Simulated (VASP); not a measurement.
Write the native input for VASP 6.6.1 that does the following.

| Quantity | Value |
| --- | --- |
| Task | single point |
| Functional | r2SCAN |
| Potentials or basis | VASP PAW PBE potentials, release 64 (F, Cl, Li_sv) |
| Cutoff | 520 eV |
| k mesh | 10 × 10 × 10 |
| Occupations | gaussian, width 0.01 eV |
| Spin | no spin polarisation |
| Dipole correction | no |
| Further INCAR settings | ALGO = Normal; EDIFF = 1e-07; NBANDS = 18 |

Li2ClF:

```
CELL_PARAMETERS angstrom
1.62506 0.93823 5.20375
-1.62506 0.93823 5.20375
0.00000 -1.87646 5.20375
ATOMIC_POSITIONS crystal
F 0.00000 0.00000 0.00000
Cl 0.50000 0.50000 0.50000
Li 0.26373 0.26373 0.26373
Li 0.73627 0.73627 0.73627
```

This cell differs from its parent crystal: strain -1.1%.

The input as run:

POSCAR

```
Li2ClF
1.0
    1.6250610462      0.9382294325      5.2037522811
   -1.6250610462      0.9382294325      5.2037522811
    0.0000000000     -1.8764588650      5.2037522811
F Cl Li
1 1 2
Direct
    1.0000000000      0.0000000000      0.0000000000
    0.5000000000      0.5000000000      0.5000000000
    0.2637324638      0.2637324638      0.2637324638
    0.7362675362      0.7362675362      0.7362675362
```

INCAR.step1

```
PREC = Accurate
ENCUT = 520
ISMEAR = 0
SIGMA = 0.01
LREAL = False
LASPH = True
NELM = 80
NBANDS = 18
GGA = PE
ALGO = Normal
EDIFF = 1E-4
LWAVE = True
LCHARG = False
```

INCAR.step2

```
PREC = Accurate
ENCUT = 520
EDIFF = 1E-7
ISMEAR = 0
SIGMA = 0.01
LREAL = False
LASPH = True
NELM = 80
ALGO = Normal
ISIF = 2
LWAVE = False
LCHARG = False
METAGGA = R2SCAN
LMIXTAU = True
NBANDS = 18
ISTART = 1
```

KPOINTS

```
Automatic mesh
0
Gamma
  10 10 10
```

Potentials or basis: VASP PAW PBE potentials, release 64 (F, Cl, Li_sv).

Launch:

```sh
$ cat potpaw_PBE.64/F/POTCAR potpaw_PBE.64/Cl/POTCAR potpaw_PBE.64/Li_sv/POTCAR > POTCAR
$ cp INCAR.step1 INCAR
$ mpirun -np 1 vasp_std > vasp.out
$ cp INCAR.step2 INCAR
$ mpirun -np 1 vasp_std > vasp.out
```

Results of the run:

```yaml
Largest_force: 0.013 eV/Å
Band_gap_on_the_k_mesh: 5.69 eV, direct
```

Caveat: the cell differs from its parent crystal (strain -1.1%); the PAW data sets were made with another functional, which shifts forces and pressure a little.

It took 20 min on 1 thread of Intel(R) Xeon(R) Platinum 8488C (Sapphire Rapids), with other jobs on the host, peak memory 0.32 GiB.
